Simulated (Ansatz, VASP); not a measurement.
YF: VASP beside Ansatz

INCAR

```
SYSTEM = YF
  PREC = Accurate
  ENCUT = 520
  EDIFF = 1E-6
  ISMEAR = 0
  SIGMA = 0.2
  LREAL = .False.
  LASPH = .True.
  NELM = 100
  ALGO = Normal
  ISIF = 2
  LWAVE = .False.
  LCHARG = .False.
  GGA = PE
  NBANDS = 46
```

File KPOINTS:

```
regular mesh
0
Gamma
  6 4 4
  0 0 0
```

POSCAR

```
YF
1.0
    0.0000000000      3.7115435771      0.0000000000
    0.0000000000      0.0000000000      5.7380237551
    7.4230871542      0.0000000000      0.0000000000
Y F
4 4
Direct
    0.0000000000      0.7336772789      0.2500000000
    0.0000000000      0.7336772789      0.7500000000
    0.5000000000      0.2663227211      0.0000000000
    0.5000000000      0.2663227211      0.5000000000
    0.0000000000      0.0000000000      0.5000000000
    0.0000000000      0.0000000000      0.0000000000
    0.5000000000      0.0000000000      0.2500000000
    0.5000000000      0.0000000000      0.7500000000
```

Input for Ansatz:

```yaml
crystal:
  lattice:
    - [0.0, 3.7115435771, 0.0]
    - [0.0, 0.0, 5.7380237551]
    - [7.4230871542, 0.0, 0.0]
  atoms:
    - { symbol: "Y", position: [0.0, 0.7336772789, 0.25] }
    - { symbol: "Y", position: [0.0, 0.7336772789, 0.75] }
    - { symbol: "Y", position: [0.5, 0.2663227211, 0.0] }
    - { symbol: "Y", position: [0.5, 0.2663227211, 0.5] }
    - { symbol: F, position: [0.0, 0.0, 0.5] }
    - { symbol: F, position: [0.0, 0.0, 0.0] }
    - { symbol: F, position: [0.5, 0.0, 0.25] }
    - { symbol: F, position: [0.5, 0.0, 0.75] }
basis:
  ecutwfc: 420
kpoints:
  mp_grid: { grid: [6, 4, 4] }
hamiltonian:
  xc: pbe
scf:
  occupations: { method: gaussian, width: 0.2 }
  lower_state_search: "off"
output:
  forces: true
  stress: true
  eigenvalues: true
```

Alike in both runs: task single point; functional PBE; k mesh 6 × 4 × 4; occupations gaussian, width 0.2 eV; no spin polarisation.

|  | VASP | Ansatz |
| --- | --- | --- |
| version | VASP 6.6.1 | Ansatz 0.2.0 |
| potentials or method | VASP PAW PBE potentials, release 64 (Y_sv, F), cutoff 520 eV | scalar-relativistic, plane waves, PAW |
| valence electrons in the cell | 72 | 72 |

VASP gave:

| Item | Value |
| --- | --- |
| gap on the k mesh at the Fermi level (eV) | none |
| pressure (GPa) | -0.1 |
| traceless stress, the component that is largest in VASP (GPa) | -0.16 |
| rms of the force components (eV/Å) | 0.024 |

Problem. What did Ansatz give for the same quantities?

Solution. gap on the k mesh at the Fermi level (eV): none; pressure (GPa): 0.1; traceless stress, the component that is largest in VASP (GPa): -0.16; rms of the force components (eV/Å): 0.017.

Atom by atom the forces differ by 0.007 eV/Å (rms over components). A gap of «none» marks a metal or a gap that the smearing closes.
